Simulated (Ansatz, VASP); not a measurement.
## InSb: VASP beside Ansatz

Contents of INCAR:

```
  PREC = Accurate
  ENCUT = 520
  EDIFF = 1E-7
  ISMEAR = 0
  SIGMA = 0.1
  LREAL = False
  LASPH = True
  NELM = 60
  ALGO = Normal
  ISIF = 2
  LWAVE = False
  LCHARG = False
  GGA = PE
  NBANDS = 16
```

File KPOINTS:

```
regular mesh
0
Gamma
  12 12 6
```

File POSCAR:

```
InSb
1.0
    3.0766560000      0.0000000000      0.0000000000
    0.0000000000      3.0766560000      0.0000000000
    0.0000000000      0.0000000000      6.2154700000
In Sb
1 1
Direct
    0.0000000000      0.0000000000      0.0000000000
    0.0000000000      0.0000000000      0.5241333318
```

Input for Ansatz:

```yaml
crystal:
  lattice:
    - [3.076656, 0.0, 0.0]
    - [0.0, 3.076656, 0.0]
    - [0.0, 0.0, 6.21547]
  atoms:
    - { symbol: In, position: [0.0, 0.0, 0.0] }
    - { symbol: Sb, position: [0.0, 0.0, 0.5241333318] }
basis:
  ecutwfc: 420
kpoints:
  mp_grid: { grid: [12, 12, 6] }
hamiltonian:
  xc: pbe
scf:
  occupations: { method: gaussian, width: 0.1 }
output:
  forces: true
  stress: true
  eigenvalues: true
  populations: true
```

Change from the starting cell: one atom moved.

Alike in both runs: task single point; functional PBE; k mesh 12 × 12 × 6; occupations gaussian, width 0.1 eV; no spin polarisation.

```csv
,VASP,Ansatz
version,VASP 6.6.1,Ansatz 0.2.0
potentials or method,"VASP PAW PBE potentials, release 64 (In_d, Sb), cutoff 520 eV","scalar-relativistic, plane waves, PAW"
valence electrons in the cell,18,28
```

```csv
,VASP,Ansatz,Ansatz less VASP
gap on the k mesh at the Fermi level (eV),none,none,-
pressure (GPa),0.7,0.8,+0.02
"traceless stress, the component that is largest in VASP (GPa)",0.90,0.90,+0.003
rms of the force components (eV/Å),0.264,0.263,-0.0012
```

Atom by atom the forces differ by 0.001 eV/Å (rms over components). A gap of «none» marks a metal or a gap that the smearing closes. VASP's potentials hold 18 valence electrons a cell and Ansatz's 28, so a difference there can come from the potentials and not from the codes.

Spin-orbit coupling is off throughout.
